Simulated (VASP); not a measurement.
Runs of VASP 6.6.1 on SnTe. The structure is that of space group Fm-3m (No. 225), or close to it. The cells are those of the table. 

| task | level | cell | k mesh | cutoff (eV) | gap on the mesh (eV) | pressure (GPa) | relaxed volume (Å³/atom) |
| --- | --- | --- | --- | --- | --- | --- | --- |
| single point | PBE | a = 4.510 Å, angles 60.0°, 2 atoms | 8 × 8 × 8 | 520 | 0.01 | 0.6 | - |
| relaxation of cell and atoms | PBE | relaxed from a = 4.456 Å, angles 60.0°, 2 atoms | 6 × 6 × 6 | 600 | (a) | 0.0 | (b) |
| relaxation of cell and atoms | PBEsol | relaxed from a = 4.536 Å, angles 60.0°, 2 atoms | 6 × 6 × 6 | 600 | 0.16 | 0.0 | 31.06 |
| single point | PBEsol | a = 4.445 Å, angles 60.0°, 2 atoms | 6 × 6 × 6 | 520 | 0.16 | 0.0 | - |
| single point | PBE | a = 4.536 Å, angles 60.0°, 2 atoms | 6 × 6 × 6 | 520 | 0.06 | -0.1 | - |

Alike in all rows: potentials or basis VASP PAW PBE potentials, release 64 (Sn_d, Te); no spin polarisation; smearing fermi-dirac 0.02 eV.

Task: Fill in the values left out.

Result: (a) 0.05; (b) 32.94.

Caveats: semilocal functionals underestimate gaps, and a narrow one can read as zero; spin-orbit coupling is left out, which moves the levels of the heavy elements; the PAW data sets were made with another functional, which shifts forces and pressure a little (at least some runs).

A k mesh can miss the band edges, and the runs leave out spin-orbit coupling on Sn, Te.
